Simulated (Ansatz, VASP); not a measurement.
**Cr: VASP beside Ansatz**

INCAR

```
SYSTEM = Cr
  ALGO = Normal
  EDIFF = 1E-6
  ENCUT = 520
  GGA = PS
  ISIF = 2
  ISMEAR = -1
  LASPH = .True.
  LCHARG = .False.
  LREAL = .False.
  LWAVE = .False.
  NBANDS = 12
  NELM = 60
  PREC = Accurate
  SIGMA = 0.1
```

File KPOINTS:

```
k-points
0
Gamma
  15 15 15
  0 0 0
```

POSCAR

```
Cr
1.0
    2.2757918341      0.0000000000      0.0000000000
    0.0000000000      2.2757918341      0.0000000000
    0.0000000000      0.0000000000      2.2757918341
Cr
1
Direct
    0.0000000000      0.0000000000      0.0000000000
```

Input for Ansatz:

```yaml
crystal:
  lattice:
    - [2.2757918341, 0.0, 0.0]
    - [0.0, 2.2757918341, 0.0]
    - [0.0, 0.0, 2.2757918341]
  atoms:
    - { symbol: Cr, position: [0.0, 0.0, 0.0] }
hamiltonian:
  xc: pbesol
  pseudopotentials:
    kind: paw
    azcp:
      Cr: "pseudopotentials/Cr.paw.azcp"
basis:
  ecutwfc: 420
  fft_grid_basis: typed
kpoints:
  mp_grid: { grid: [15, 15, 15], shift: [0, 0, 0] }
magnetization:
  spin_polarized: false
scf:
  occupations: { method: fermi_dirac, width: 0.1 }
  lower_state_search: "off"
output:
  stress: true
```

Alike in both runs: task single point; functional PBEsol; k mesh 15 × 15 × 15; occupations fermi-dirac, width 0.1 eV; no spin polarisation.

```csv
,VASP,Ansatz
version,VASP 6.6.1,Ansatz 0.2.0
potentials or method,"VASP PAW PBE potentials, release 64 (Cr_pv), cutoff 520 eV","plane waves (420 eV) with PAW, scalar-relativistic"
valence electrons in the cell,12,14
```

```csv
,VASP,Ansatz,Ansatz less VASP
pressure (GPa),9.8,9.8,0.00
```

VASP's potentials were made for PBE, not for PBEsol, and Ansatz warns of the same on its side. VASP's potentials hold 12 valence electrons a cell and Ansatz's 14, so a difference there can come from the potentials and not from the codes.
